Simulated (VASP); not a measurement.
CoSn2, 6 atoms in the cell. It takes space group I4/mcm (No. 140, tetragonal). Conventional cell: a = 6.214 Å, b = 6.214 Å, c = 5.340 Å, α = 90.00°, β = 90.00°, γ = 90.00°. Co (site symmetry 422) has 2 Co at 2.67 Å and 8 Sn at 2.67 Å within 3.5 Å. Within 3.5 Å of Sn (site symmetry m2m) lie 4 Co at 2.67 Å and 11 Sn at 2.92 to 3.38 Å. 

| Property | Result |
| --- | --- |
| Program | VASP 6.6.1 |
| Task | relaxation of cell and atoms |
| Functional | PBEsol |
| Potentials or basis | VASP PAW PBE potentials, release 64 (Co, Sn_d) |
| Cutoff | 600 eV |
| k mesh | 8 × 8 × 8 |
| Occupations | gaussian, width 0.1 eV |
| Spin | no spin polarisation |
| Target pressure | 4 GPa |
| Dipole correction | no |
| Further INCAR settings | ALGO = Fast; EDIFF = 1e-06; IBRION = 2; EDIFFG = -0.008; NSW = 70; ISIF = 3 |

Potentials or basis: VASP PAW PBE potentials, release 64 (Co, Sn_d).

Launch:

```console
$ cat potpaw_PBE.64/Co/POTCAR potpaw_PBE.64/Sn_d/POTCAR > POTCAR
$ mpirun -np 1 vasp_std > vasp.out
```

Hardware: 1 thread of AMD EPYC 9R45 96-Core Processor (Zen 5) (shared host).

Task: How long does it take, and how much memory?

Result: It took 8.8 min on 1 thread of AMD EPYC 9R45 96-Core Processor (Zen 5) (shared host), peak memory 0.4 GiB. Counts: scf iterations 35, k points 59, ion steps 4.
